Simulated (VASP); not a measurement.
# NaI (R-3m) in VASP: further runs, part 2 of 2

VASP 6.6.1. The steps go on from the part before.

**3. Single point, PBE**

This run uses another cell than the first one, of the same volume but with other edges.

File INCAR:

```
SYSTEM = NaI
ALGO = Normal
EDIFF = 1E-6
ENCUT = 520
GGA = PE
ISIF = 2
ISMEAR = 0
LASPH = .TRUE.
LCHARG = .FALSE.
LREAL = .FALSE.
LWAVE = .FALSE.
NBANDS = 14
NELM = 80
PREC = Accurate
SIGMA = 0.05
```

File KPOINTS:

```
k-points
0
G
  8 8 8
  0 0 0
```

File POSCAR:

```
NaI
1.0
    1.2654723671      3.9771988681      3.9771988681
    3.9771988681      1.2654723671      3.9771988681
    3.9771988681      3.9771988681      1.2654723671
Na I
1 1
Direct
    0.0000000000      0.0000000000      0.0000000000
    0.5000000000      0.5000000000      0.5000000000
```

Potentials or basis: VASP PAW PBE potentials, release 64 (Na_pv, I).

Run with:

```console
$ cat potpaw_PBE.64/Na_pv/POTCAR potpaw_PBE.64/I/POTCAR > POTCAR
$ mpirun -np 1 vasp_std > vasp.out
```

OUTCAR:

```text
SYSTEM = NaI
   EDIFF = 1E-6
   ENCUT = 520
   GGA = PE
   ISIF = 2
   ISMEAR = 0
   LASPH = .TRUE.
   LREAL = .FALSE.
   NELM = 80
   PREC = Accurate

 ion  position               nearest neighbor table
   1  0.000  0.000  0.000-
   2  0.500  0.500  0.500-

  LATTYP: Found a trigonal (rhomboedric) cell.
 ALAT       =     5.7652096219
 COS(alpha) =     0.7787610619

  Lattice vectors:

 A1 = (   1.2654723671,   3.9771988681,   3.9771988681)
 A2 = (   3.9771988681,   1.2654723671,   3.9771988681)
 A3 = (   3.9771988681,   3.9771988681,   1.2654723671)

Analysis of symmetry for initial positions (statically):
=====================================================================
 Subroutine PRICEL returns:
 Original cell was already a primitive cell.

 Routine SETGRP: Setting up the symmetry group for a
 trigonal (rhombohedral) supercell.

 Subroutine GETGRP returns: Found 12 space group operations
 (whereof 12 operations were pure point group operations)
 out of a pool of 12 trial point group operations.

The static configuration has the point symmetry D_3d.

Analysis of symmetry for dynamics (positions and initial velocities):
=====================================================================
 Subroutine PRICEL returns:
 Original cell was already a primitive cell.

 Routine SETGRP: Setting up the symmetry group for a
 trigonal (rhombohedral) supercell.

 Subroutine GETGRP returns: Found 12 space group operations
 (whereof 12 operations were pure point group operations)
 out of a pool of 12 trial point group operations.

The dynamic configuration has the point symmetry D_3d.

 Subroutine INISYM returns: Found 12 space group operations
 (whereof 12 operations are pure point group operations),
 and found     1 'primitive' translations

----------------------------------------------------------------------------------------

                                     Primitive cell

  volume of cell :      67.7980

  direct lattice vectors                    reciprocal lattice vectors
     1.265472367  3.977198868  3.977198868    -0.209692036  0.159076717  0.159076717
     3.977198868  1.265472367  3.977198868     0.159076717 -0.209692036  0.159076717
     3.977198868  3.977198868  1.265472367     0.159076717  0.159076717 -0.209692036

  length of vectors
     5.765209622  5.765209622  5.765209622     0.307541141  0.307541141  0.307541141

  position of ions in fractional coordinates (direct lattice)
     0.000000000  0.000000000  0.000000000
     0.500000000  0.500000000  0.500000000

  ion indices of the primitive-cell ions
   primitive index   ion index
                 1           1
                 2           2

----------------------------------------------------------------------------------------

 KPOINTS: k-points

Automatic generation of k-mesh.
 Grid dimensions read from file:
 generate k-points for:    8    8    8

 Generating k-lattice:

  Cartesian coordinates                     Fractional coordinates (reciprocal lattice)
    -0.026211504  0.019884590  0.019884590     0.125000000  0.000000000 -0.000000000
[... 39 lines left out ...]
  0.375000  0.125000  0.125000      6.000000
 [... further k-points ...]
   k-points           NKPTS =     65   k-points in BZ     NKDIM =     65   number of bands    NBANDS=     14
   number of dos      NEDOS =    301   number of ions     NIONS =      2
   total plane-waves  NPLWV = 110592
   dimension x,y,z NGX =    48 NGY =   48 NGZ =   48
   dimension x,y,z NGXF=    96 NGYF=   96 NGZF=   96
   ions per type =               1   1
   NGX,Y,Z   is equivalent  to a cutoff of  13.84, 13.84, 13.84 a.u.
   NGXF,Y,Z  is equivalent  to a cutoff of  27.68, 27.68, 27.68 a.u.
 SYSTEM =  NaI
   PREC   = accura    normal or accurate (medium, high low for compatibility)
   ISTART =      0    job   : 0-new  1-cont  2-samecut
   ICHARG =      2    charge: 1-file 2-atom 10-const
   ISPIN  =      1    spin polarized calculation?
   LNONCOLLINEAR =      F non collinear calculations
   LSORBIT =      F    spin-orbit coupling
   LASPH  =      T    aspherical Exc in radial PAW
   ENCUT  =  520.0 eV  38.22 Ry    6.18 a.u.  10.72 10.72 10.72*2*pi/ulx,y,z
   NELM   =     80;   NELMIN=  2; NELMDL= -5     # of ELM steps
   EDIFF  = 0.1E-05   stopping-criterion for ELM
   LREAL  =      F    real-space projection
   EDIFFG = 0.1E-04   stopping-criterion for IOM
   NSW    =      0    number of steps for IOM
   IBRION =     -1    ionic relax: 0-MD 1-quasi-New 2-CG
   NFREE  =      0    steps in history (QN), initial steepest desc. (CG)
   ISIF   =      2    stress and relaxation
   ISYM   =      2    0-nonsym 1-usesym 2-fastsym
   POTIM  = 0.5000    time-step for ionic-motion
   TEBEG  =    0.0;   TEEND  =   0.0 temperature during run
   PSTRESS=    0.0 pullay stress
   NELECT =      14.0000    total number of electrons
   NUPDOWN=      -1.0000    fix difference up-down
   EMIN   =  10.00;   EMAX   =-10.00  energy-range for DOS
   EFERMI =   0.00;   METHOD = LEGACY
   ISMEAR =     0;   SIGMA  =   0.05  broadening in eV -4-tet -1-fermi 0-gaus
   EFERMI_NEDOS =   21; number of points for ismear=-14 and -15
   IALGO  =     38    algorithm
   IMIX   =      4    mixing-type and parameters
     AMIX     =   0.40;   BMIX     =  1.00
     AMIX_MAG =   1.60;   BMIX_MAG =  1.00
  volume/ion in A,a.u.               =      33.90       228.76
  Fermi-wavevector in a.u.,A,eV,Ry     =   0.967636  1.828567 12.739397  0.936319
  Thomas-Fermi vector in A             =   2.097538
   LORBIT       =      0    0 simple, 1 ext, 2 COOP (PROOUT), +10 PAW based schemes
   GGA     = PE    functional components
   LHFCALC =     F    Hartree Fock is set to
   AEXX    =    0.0000 exact exchange contribution
   IVDW    =     0    specifies the selected vdW correction
   LEPSILON=     F    determine dielectric tensor
   LRPA    =     F    only Hartree local field effects (RPA)
 non-spin polarized calculation
 Gauss-broadening in eV      SIGMA  =   0.05
  energy-cutoff  :      520.00
  volume of cell :       67.80
 maximum number of plane-waves:      1846
 NGX is ok and might be reduce to    48

 number of electron      13.9999998 magnetization

 Free energy of the ion-electron system (eV)
  ---------------------------------------------------
  ext. energy  EPLUGINS =         0.00000000
  ---------------------------------------------------
  free energy    TOTEN  =        -4.42316079 eV

  energy without entropy =       -4.42289441  energy(sigma->0) =       -4.42302760

 E-fermi :   2.9293     XC(G=0):  -7.7419

 val. band max:        2.8875265751   @ k =   0.0000   0.0000   0.0000
 cond. band min:       3.0226096023   @ k =   0.1250   0.1250   0.1250
 fundamental gap:      0.1350830272
 Fermi energy:         2.9292589616

 k-point     1 :       0.0000    0.0000    0.0000
  band No.  band energies     occupation
      1     -22.3329      2.00000
      2     -22.3329      2.00000
      3     -22.2560      2.00000
      4      -9.8151      2.00000
      5      -0.4022      2.00000
      6       2.6138      2.00000
      7       2.8875      1.76215
      8       2.8875      1.76215
      9       8.9201      0.00000
     10      11.2488      0.00000
     11      11.4848      0.00000
     12      11.4848      0.00000
     13      12.4542      0.00000
     14      12.4542      0.00000
[... 377 lines left out ...]
      1     -22.3427      2.00000
      2     -22.3353      2.00000
      3     -22.2547      2.00000
      4      -9.4365      2.00000
      5      -0.3834      2.00000
      6       0.6020      2.00000
      7       2.3732      2.00000
      8       4.3792      0.00000
      9       8.6454      0.00000
     10       9.0853      0.00000
     11      10.6643      0.00000
     12      10.8066      0.00000
     13      12.1662      0.00000
     14      12.4909      0.00000

 [... further k-points ...]

------------------------ aborting loop because EDIFF is reached ----------------------------------------

  FORCE on cell =-STRESS in cart. coord.  units (eV):
  Direction    XX          YY          ZZ          XY          YZ          ZX
  --------------------------------------------------------------------------------------
  -------------------------------------------------------------------------------------
  Total        0.4984191      0.4984191      0.4984191     -2.2362190     -2.2362190     -2.2362190
  in kB       11.7784637     11.7784637     11.7784637    -52.8455399    -52.8455399    -52.8455399
  external PRESSURE =      11.7784637 kB  Pullay stress =       0.0000000 kB

 VOLUME and BASIS-vectors are now :
 -----------------------------------------------------------------------------
  energy-cutoff  :      520.00
  volume of cell :       67.80
      direct lattice vectors                 reciprocal lattice vectors
     1.265472367  3.977198868  3.977198868    -0.209692036  0.159076717  0.159076717
     3.977198868  1.265472367  3.977198868     0.159076717 -0.209692036  0.159076717
     3.977198868  3.977198868  1.265472367     0.159076717  0.159076717 -0.209692036

 POSITION                                       TOTAL-FORCE (eV/Angst)
 -----------------------------------------------------------------------------------
      0.00000      0.00000      0.00000        -0.000000      0.000000     -0.000000
      4.60994      4.60994      4.60994         0.000000     -0.000000      0.000000
 -----------------------------------------------------------------------------------
    total drift:                               -0.000000     -0.000000     -0.000000

  FREE ENERGIE OF THE ION-ELECTRON SYSTEM (eV)
  ---------------------------------------------------
  free  energy   TOTEN  =        -4.4231607875 eV

  energy  without entropy=       -4.4228944101  energy(sigma->0) =       -4.42302760
```

OSZICAR:

```text
N       E                     dE             d eps       ncg     rms          rms(c)
DAV:   1     0.805442963409E+02    0.80544E+02   -0.65344E+03  1820   0.890E+02
DAV:   2     0.200751506728E+01   -0.78537E+02   -0.71521E+02  1980   0.216E+02
DAV:   3    -0.457178823161E+01   -0.65793E+01   -0.64846E+01  2402   0.593E+01
DAV:   4    -0.473344458250E+01   -0.16166E+00   -0.16162E+00  2234   0.962E+00
DAV:   5    -0.473718815204E+01   -0.37436E-02   -0.37435E-02  2488   0.145E+00    0.231E+00
DAV:   6    -0.450516102724E+01    0.23203E+00   -0.19807E-01  2252   0.218E+00    0.150E+00
DAV:   7    -0.442373850459E+01    0.81423E-01   -0.26289E-01  2330   0.210E+00    0.685E-01
DAV:   8    -0.442393056569E+01   -0.19206E-03   -0.21832E-02  1910   0.976E-01    0.128E-01
DAV:   9    -0.442300833705E+01    0.92223E-03   -0.35577E-03  2348   0.381E-01    0.718E-02
DAV:  10    -0.442309507414E+01   -0.86737E-04   -0.18294E-04  1970   0.762E-02    0.360E-02
DAV:  11    -0.442316119162E+01   -0.66117E-04   -0.12631E-04  1916   0.734E-02    0.881E-03
DAV:  12    -0.442316078752E+01    0.40410E-06   -0.72634E-06  2300   0.234E-02
   1 F= -.44231608E+01 E0= -.44230276E+01  d E =-.266377E-03
```

Wall time 2.9 min (1 thread of Intel Xeon 8259CL, shared host); peak memory 0.34 GiB.

What came out:

| Item | Value |
| --- | --- |
| Free energy | -4.4232 eV |
| Pressure | 1.2 GPa |
| Band gap on the k mesh | zero (filled and empty bands touch) |

Levels at points of the mesh, in eV from the Fermi level:
```tsv
k point	band 5	band 6	band 7	band 8	band 9	band 10
(0.00, 0.00, 0.00)	-3.33	-0.32	-0.04	-0.04	5.99	8.32
(0.50, 0.00, 0.00)	-3.97	-2.51	-0.98	2.06	4.50	4.71
(0.50, 0.50, 0.00)	-3.87	-2.74	-1.02	1.92	4.55	4.94
(0.50, 0.50, 0.50)	-4.38	-0.07	-0.07	2.99	4.77	6.78
```

Caveat: semilocal functionals underestimate gaps, and a narrow one can read as zero; spin-orbit coupling is left out, which moves the levels of the heavy elements.

**4. Single point, PBE**

This run uses another cell than the first one, of the same volume but with other edges.

File INCAR:

```
ALGO = Normal
EDIFF = 1E-7
ENCUT = 520
GGA = PE
ISIF = 2
ISMEAR = 0
LASPH = T
LCHARG = F
LREAL = F
LWAVE = F
NBANDS = 14
NELM = 100
PREC = Accurate
SIGMA = 0.05
```

File KPOINTS:

```
k-points
0
Gamma
  8 8 8
```

File POSCAR:

```
NaI
1.0
   -0.1547300469      3.1609138160      3.1609138160
    3.1609138160     -0.1547300469      3.1609138160
    3.1609138160      3.1609138160     -0.1547300469
Na I
1 1
Direct
    0.0000000000      0.0000000000      0.0000000000
    0.5000000000      0.5000000000      0.5000000000
```

Run with:

```console
$ cat potpaw_PBE.64/Na_pv/POTCAR potpaw_PBE.64/I/POTCAR > POTCAR
$ mpirun -np 1 vasp_std > vasp.out
```

Run time: 84 s. Hardware: 1 thread of Intel Xeon 8259CL, shared host; peak memory 0.24 GiB.

Results (log left out):

- Free energy: -5.3752 eV
- Pressure: 0.4 GPa
- Band gap on the k mesh: 3.42 eV

Stress tensor (GPa, compression positive):
```
0.42 0.31 0.31
0.31 0.42 0.31
0.31 0.31 0.42
```

Levels at points of the mesh, in eV from the valence-band top:
| k point | band 5 | band 6 | band 7 | band 8 | band 9 | band 10 |
| --- | --- | --- | --- | --- | --- | --- |
| (0.00, 0.00, 0.00) | -0.29 | -0.29 | 0.00 | 3.42 | 7.47 | 7.47 |
| (0.50, 0.00, 0.00) | -2.40 | -0.49 | -0.33 | 4.95 | 7.13 | 7.65 |
| (0.50, 0.50, 0.00) | -2.10 | -1.08 | -0.78 | 4.26 | 5.40 | 9.55 |
| (0.50, 0.50, 0.50) | -2.31 | -0.64 | -0.64 | 4.72 | 6.91 | 6.91 |

Caveat: spin-orbit coupling is left out, which moves the levels of the heavy elements.

**5. Single point, PBE**

This run uses another cell than the first one, of the same volume but with other edges.

File INCAR:

```
  PREC = Accurate
  ENCUT = 520
  EDIFF = 1E-6
  ISMEAR = 0
  SIGMA = 0.05
  LREAL = F
  LASPH = T
  NELM = 100
  ALGO = Normal
  ISIF = 2
  LWAVE = F
  LCHARG = T
  GGA = PE
  LELF = T
  LVHAR = T
  NBANDS = 14
```

File KPOINTS:

```
Automatic mesh
0
Gamma
  8 8 8
```

File POSCAR:

```
NaI
1.0
    0.1682362846      3.3226666206      3.3226666206
    3.3226666206      0.1682362846      3.3226666206
    3.3226666206      3.3226666206      0.1682362846
Na I
1 1
Direct
    0.0000000000      0.0000000000      0.0000000000
    0.5000000000      0.5000000000      0.5000000000
```

Run with:

```console
$ cat potpaw_PBE.64/Na_pv/POTCAR potpaw_PBE.64/I/POTCAR > POTCAR
$ mpirun -np 1 vasp_std > vasp.out
```

Wall time 80 s (1 thread of Intel Xeon 8259CL, shared host); peak memory 0.24 GiB.

It converged, with:

| Item | Value |
| --- | --- |
| Free energy | -5.3722 eV |
| Pressure | 0.4 GPa |
| Band gap on the k mesh | 3.47 eV |

Stress tensor (GPa, compression positive):
```
 0.42 -0.41 -0.41
-0.41  0.42 -0.41
-0.41 -0.41  0.42
```

Levels at points of the mesh, in eV from the valence-band top:
```tsv
k point	band 5	band 6	band 7	band 8	band 9	band 10
(0.00, 0.00, 0.00)	-0.36	0.00	0.00	3.47	7.30	8.10
(0.50, 0.00, 0.00)	-2.29	-0.56	-0.36	4.88	6.98	7.47
(0.50, 0.50, 0.00)	-2.03	-1.02	-0.71	4.33	5.47	9.56
(0.50, 0.50, 0.50)	-2.37	-0.21	-0.21	5.17	7.68	7.68
```

Caveat: spin-orbit coupling is left out, which moves the levels of the heavy elements.

**6. Overview**

```csv
cell,gap on the mesh (eV),pressure (GPa)
"a = 4.898 Å, angles 52.2°, 2 atoms",3.02,0.4
"a = 5.765 Å, angles 38.9°, 2 atoms",none,1.2
"a = 4.473 Å, angles 63.2°, 2 atoms",3.42,0.4
"a = 4.702 Å, angles 56.6°, 2 atoms",3.47,0.4
```

Alike in all rows: task single point; level PBE; potentials or basis VASP PAW PBE potentials, release 64 (Na_pv, I); no spin polarisation; k mesh 8 × 8 × 8; cutoff (eV) 520; smearing gaussian 0.05 eV.

Caveats: spin-orbit coupling is left out, which moves the levels of the heavy elements; semilocal functionals underestimate gaps, and a narrow one can read as zero (at least some runs).

Absolute energies hang on the potentials; compare differences alone.

The gap in the log of VASP goes by the Fermi energy; the results here count the filled bands.